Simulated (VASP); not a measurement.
A run of VASP 6.6.1 is set up as follows.

Contents of POSCAR:

```
Tm
1.0
   -1.9705499473      1.9705499473      1.9705499473
    1.9705499473     -1.9705499473      1.9705499473
    1.9705499473      1.9705499473     -1.9705499473
Tm
1
Direct
    0.0000000000      0.0000000000      0.0000000000
```

File INCAR.step1:

```
SYSTEM = Tm
PREC = Accurate
ENCUT = 520
ISMEAR = -1
SIGMA = 0.08
LREAL = .False.
LASPH = .True.
NELM = 100
NBANDS = 18
GGA = PE
ALGO = Normal
EDIFF = 1E-4
LWAVE = .True.
LCHARG = .False.
```

File INCAR.step2:

```
SYSTEM = Tm
PREC = Accurate
ENCUT = 520
EDIFF = 1E-8
ISMEAR = -1
SIGMA = 0.08
LREAL = .False.
LASPH = .True.
NELM = 100
ALGO = Normal
ISIF = 2
LWAVE = .False.
LCHARG = .False.
METAGGA = R2SCAN
LMIXTAU = .True.
LEFG = .True.
NBANDS = 18
ISTART = 1
```

File KPOINTS:

```
regular mesh
0
Gamma
  12 12 12
  0 0 0
```

Potentials or basis: VASP PAW PBE potentials, release 64 (Tm).

Command:

```console
$ cat potpaw_PBE.64/Tm/POTCAR > POTCAR
$ cp INCAR.step1 INCAR
$ mpirun -np 1 vasp_std > vasp.out
$ cp INCAR.step2 INCAR
$ mpirun -np 1 vasp_std > vasp.out
```

(1) Predict the pressure.

(2) Predict the band gap on the k mesh.

Results:

(1) 2.1 GPa.

(2) zero (an odd number of electrons rules out a gap without spin polarisation).

Caveat: the PAW data sets were made with another functional, which shifts forces and pressure a little; spin-orbit coupling is left out, which moves the levels of the heavy elements; semilocal functionals describe open f shells poorly, which spoils levels, moments and volumes.
